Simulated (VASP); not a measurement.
BaZrO3:

```
CELL_PARAMETERS angstrom
4.19134 0.00000 0.00000
0.00000 4.19134 0.00000
0.00000 0.00000 4.19134
ATOMIC_POSITIONS crystal
Ba 0.00000 0.00000 0.00000
Zr 0.50000 0.50000 0.50000
O 0.50000 0.50000 0.00000
O 0.50000 0.00000 0.50000
O 0.00000 0.50000 0.50000
```

Base run:

- Program: VASP 6.6.1
- Functional: PBEsol
- Potentials or basis: VASP PAW PBE potentials, release 64 (Ba_sv, Zr_sv, O)
- Cutoff: 520 eV
- k mesh: 5 × 5 × 5
- Occupations: fermi-dirac, width 0.05 eV
- Spin: non-collinear spin, zero start, spin-orbit coupling
- Starting moments: [[0.0, 0.0, 0.0], [0.0, 0.0, 0.0], [0.0, 0.0, 0.0], [0.0, 0.0, 0.0], [0.0, 0.0, 0.0]] μB

Its results: pressure -0.1 GPa; net moment 0.00 μB per cell.

Problem. The run is repeated on the same cell with these changes: functional from PBEsol to PBE. What comes out?

Solution. Pressure 5.1 GPa; net moment 0.00 μB per cell.

PBE binds less tightly than PBEsol, so the same cell stands under more pressure.

Caveats: the PAW data sets were made with another functional, which shifts forces and pressure a little (at least some runs); the cell stands under pressure (at least some runs).
